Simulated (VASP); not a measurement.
The system is Sb.

```
Sb
1.0
     2.15420    1.24373    3.75800
    -2.15420    1.24373    3.75800
     0.00000   -2.48746    3.75800
Sb
2
Cartesian
  0.0000 0.0000 8.6416
  0.0000 0.0000 2.6324
```

* Program: VASP 6.6.1
* Task: relaxation of cell and atoms
* Functional: PBE
* Potentials or basis: VASP PAW PBE potentials, release 64 (Sb)
* Cutoff: 600 eV
* k mesh: 6 × 6 × 6
* Occupations: fermi-dirac, width 0.05 eV
* Spin: no spin polarisation

At the start: pressure 2.8 GPa; volume 30.21 Å³/atom.

Where does the relaxation end?

Over 8 steps the energy falls by 14.4 meV/atom and the volume is 32.11 Å³/atom (+6.3 %); space group R-3m (No. 166, to 0.1 Å) before and after.

The path:
| step | energy change (eV) | largest force (eV/Å) | pressure (GPa) | volume (Å³) |
| --- | --- | --- | --- | --- |
| 1 | 0.0000 | 0.1138 | 2.83 | 60.41 |
| 2 | -0.0152 | 0.2980 | -1.43 | 65.19 |
| 3 | -0.0247 | 0.1516 | 0.06 | 63.28 |
| 4 | -0.0265 | 0.1049 | 0.04 | 63.51 |
| 5 | -0.0283 | 0.0116 | 0.02 | 63.93 |
| 6 | -0.0284 | 0.0121 | 0.01 | 64.04 |
| 7 | -0.0287 | 0.0061 | 0.00 | 64.12 |
| 8 | -0.0288 | 0.0011 | -0.01 | 64.21 |

Final structure:
```cif
data_structure
_symmetry_space_group_name_H-M 'P 1'
_symmetry_Int_Tables_number 1
_cell_length_a 4.6215
_cell_length_b 4.6215
_cell_length_c 4.6215
_cell_angle_alpha 56.539
_cell_angle_beta 56.539
_cell_angle_gamma 56.539
_cell_volume 64.21
loop_
_atom_site_label
_atom_site_type_symbol
_atom_site_fract_x
_atom_site_fract_y
_atom_site_fract_z
_atom_site_occupancy
Sb1 Sb 0.76828 0.76828 0.76828 1
Sb2 Sb 0.23172 0.23172 0.23172 1
```
